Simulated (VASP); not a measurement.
Wanted: the native input for a VASP 6.6.1 run.

```
Task                   : single point
Functional             : r2SCAN
Potentials or basis    : VASP PAW PBE potentials, release 64 (Ti_sv, Al)
Cutoff                 : 550 eV
k mesh                 : 18 × 18 × 10
Occupations            : gaussian, width 0.15 eV
Spin                   : no spin polarisation
Dipole correction      : no
Further INCAR settings : ALGO = Normal; EDIFF = 1e-06; NBANDS = 14
```

The system is TiAl.

```xyz
2
Lattice="2.8673 0.0000 0.0000 -1.4336 2.4831 0.0000 0.0000 0.0000 4.6781" Properties=species:S:1:pos:R:3 pbc="T T T"
Ti    0.1732    0.1732    0.1732
Al    0.0000    1.6554    2.3390
```

This cell differs from its parent crystal: all Ti atoms moved +0.300 Å, as atom 1 along Cartesian [1 1 1].

These files were run (other wordings do the same):

POSCAR

```
TiAl
1.0
    2.8672622327      0.0000000000      0.0000000000
   -1.4336311163      2.4831219328      0.0000000000
    0.0000000000      0.0000000000      4.6780830000
Ti Al
1 1
Direct
    0.0952843021      0.0697529503      0.0370247986
    0.3333333333      0.6666666667      0.5000000000
```

INCAR.step1

```
PREC = Accurate ; ENCUT = 550
ISMEAR = 0 ; SIGMA = 0.15
LREAL = F ; LASPH = T
NELM = 120 ; NBANDS = 14
GGA = PE ; ALGO = Normal
EDIFF = 1E-5 ; LWAVE = T
LCHARG = F ; GGA_COMPAT = F
```

INCAR.step2

```
PREC = Accurate ; ENCUT = 550
EDIFF = 1E-6 ; ISMEAR = 0
SIGMA = 0.15 ; LREAL = F
LASPH = T ; NELM = 120
ALGO = Normal ; ISIF = 2
LWAVE = F ; LCHARG = F
METAGGA = R2SCAN ; LMIXTAU = T
NBANDS = 14 ; ISTART = 1
GGA_COMPAT = F
```

KPOINTS

```
Automatic mesh
0
Gamma
  18 18 10
```

Potentials or basis: VASP PAW PBE potentials, release 64 (Ti_sv, Al).

Launch:

```bash
$ cat potpaw_PBE.64/Ti_sv/POTCAR potpaw_PBE.64/Al/POTCAR > POTCAR
$ cp INCAR.step1 INCAR
$ mpirun -np 1 vasp_std > vasp.out
$ cp INCAR.step2 INCAR
$ mpirun -np 1 vasp_std > vasp.out
```

It gave:

```json
{
 "Pressure": "1.0 GPa",
 "Largest force": "1.431 eV/Å",
 "Band gap on the k mesh": "zero (an odd number of electrons rules out a gap without spin polarisation)"
}
```

Caveat: the cell differs from its parent crystal (all Ti atoms moved +0.300 Å, as atom 1 along Cartesian [1 1 1]); the stress differs along the axes, from -2 to 4 GPa; the PAW data sets were made with another functional, which shifts forces and pressure a little.

Wall time 96 min on 1 thread of AMD EPYC 7571 (shared host), peak memory 0.86 GiB.
